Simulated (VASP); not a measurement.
Here is a VASP 6.6.1 calculation.

Contents of POSCAR:

```
BaO
1.0
    0.0000000000      2.7345307117      2.7345307117
    2.7345307117      0.0000000000      2.7345307117
    2.7345307117      2.7345307117      0.0000000000
Ba O
1 1
Direct
    0.5000000000      0.5000000000      0.5000000000
    0.0000000000      0.0000000000      0.0000000000
```

INCAR.step1

```
SYSTEM = BaO
PREC = Accurate
ENCUT = 1480
ISMEAR = 0
SIGMA = 0.05
LREAL = .False.
LASPH = .True.
NELM = 120
NBANDS = 15
GGA = PE
ALGO = Normal
EDIFF = 1E-5
LWAVE = .True.
LCHARG = .False.
GGA_COMPAT = .False.
```

INCAR.step2

```
SYSTEM = BaO
PREC = Accurate
ENCUT = 1480
EDIFF = 1E-6
ISMEAR = 0
SIGMA = 0.05
LREAL = .False.
LASPH = .True.
NELM = 120
ALGO = Normal
ISIF = 2
LWAVE = .False.
LCHARG = .False.
METAGGA = R2SCAN
LMIXTAU = .True.
NBANDS = 15
ISTART = 1
GGA_COMPAT = .False.
```

File KPOINTS:

```
Automatic mesh
0
Gamma
  8 8 8
  0 0 0
```

Potentials or basis: VASP PAW PBE potentials, release 64 (Ba_sv, O_h).

Run with:

```bash
$ cat potpaw_PBE.64/Ba_sv/POTCAR potpaw_PBE.64/O_h/POTCAR > POTCAR
$ cp INCAR.step1 INCAR
$ mpirun -np 1 vasp_std > vasp.out
$ cp INCAR.step2 INCAR
$ mpirun -np 1 vasp_std > vasp.out
```

**Question.** Estimate the pressure.

**Answer.** 5.3 GPa.

**Question.** Estimate the band gap on the k mesh.

**Answer.** 2.17 eV.

Caveat: the cell stands under pressure; the PAW data sets were made with another functional, which shifts forces and pressure a little; spin-orbit coupling is left out, which moves the levels of the heavy elements. A k mesh can miss the band edges.
